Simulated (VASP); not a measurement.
Here is a VASP 6.6.1 calculation.

The input INCAR:

```
ALGO = Normal
EDIFF = 1E-7
EDIFFG = -0.005
ENCUT = 600
GGA = PE
IBRION = 2
ISIF = 3
ISMEAR = -1
LASPH = True
LCHARG = False
LREAL = False
LWAVE = False
NELM = 80
NSW = 32
PREC = Accurate
PSTRESS = 4300.0
SIGMA = 0.05
```

File KPOINTS:

```
k-points
0
Gamma
  15 15 15
```

Contents of POSCAR:

```
W
1.0
    0.0000000000      2.2582868737      2.2582868737
    2.2582868737      0.0000000000      2.2582868737
    2.2582868737      2.2582868737      0.0000000000
W
2
Direct
   -0.1250000000     -0.1250000000     -0.1250000000
    0.1250000000      0.1250000000      0.1250000000
```

Potentials or basis: VASP PAW PBE potentials, release 64 (W_sv).

Run with:

```console
$ cat potpaw_PBE.64/W_sv/POTCAR > POTCAR
$ mpirun -np 1 vasp_std > vasp.out
```

(1) What does it give for the band gap on the k mesh?

(2) What does it give for the relaxed cell?

(3) Estimate the space group after relaxing (to 0.1 Å).

(4) What does it give for the relaxed volume?

Results:

(1) zero (bands 14 and 15 overlap by 1.64 eV).

(2) a = 3.208 Å, b = 3.208 Å, c = 3.208 Å, α = 60.00°, β = 60.00°, γ = 60.00°.

(3) Fd-3m (No. 227).

(4) 11.67 Å³/atom.

Caveat: the cell is relaxed towards a set pressure, so the run minimises the enthalpy, not the energy; atoms lie so close that the PAW spheres overlap strongly, which falsifies energies and pressures; spin-orbit coupling is left out, which moves the levels of the heavy elements.
